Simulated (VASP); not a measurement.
Wanted: the native input for a VASP 6.6.1 run.

```
Task                   : single point
Functional             : PBE
Potentials or basis    : VASP PAW PBE potentials, release 64 (Hg, Te)
Cutoff                 : 500 eV
k mesh                 : 6 × 6 × 6
Occupations            : gaussian, width 0.05 eV
Spin                   : no spin polarisation
Dipole correction      : no
Further INCAR settings : ALGO = Normal; EDIFF = 1e-06; NBANDS = 16
```

The structure of HgTe lies in POSCAR:

```
HgTe
1.0
    0.0000000000      3.0516541931      3.0516541931
    3.0516541931      0.0000000000      3.0516541931
    3.0516541931      3.0516541931      0.0000000000
Hg Te
1 1
Direct
    0.0000000000      0.0000000000      0.0000000000
    0.5000000000      0.5000000000      0.5000000000
```

One way to write it, as run:

INCAR

```
ALGO     = Normal         # electronic algorithm
EDIFF    = 1E-6           # SCF threshold, eV
ENCUT    = 500            # plane-wave cutoff, eV
GGA      = PE             # functional
GGA_COMPAT= F            
ISIF     = 2              # what is computed and relaxed
ISMEAR   = 0              # smearing method
LASPH    = T              # aspherical terms in the spheres
LCHARG   = F              # write CHGCAR
LREAL    = F              # projectors in reciprocal space
LWAVE    = F              # write WAVECAR
NBANDS   = 16             # bands
NELM     = 120            # most SCF steps
PREC     = Accurate       # precision mode
SIGMA    = 0.05           # smearing width, eV
```

KPOINTS

```
k-points
0
Gamma
  6 6 6
```

Potentials or basis: VASP PAW PBE potentials, release 64 (Hg, Te).

Command:

```bash
$ cat potpaw_PBE.64/Hg/POTCAR potpaw_PBE.64/Te/POTCAR > POTCAR
$ mpirun -np 1 vasp_std > vasp.out
```

It gave:

* Pressure: 0.9 GPa
* Band gap on the k mesh: zero (band 9 reaches 4.63 eV, above the bottom of band 10 at 2.11 eV)

Caveat: spin-orbit coupling is left out, which moves the levels of the heavy elements.

It took 18 s on 1 thread of Intel Xeon 8259CL, with other jobs on the host, peak memory 0.18 GiB.
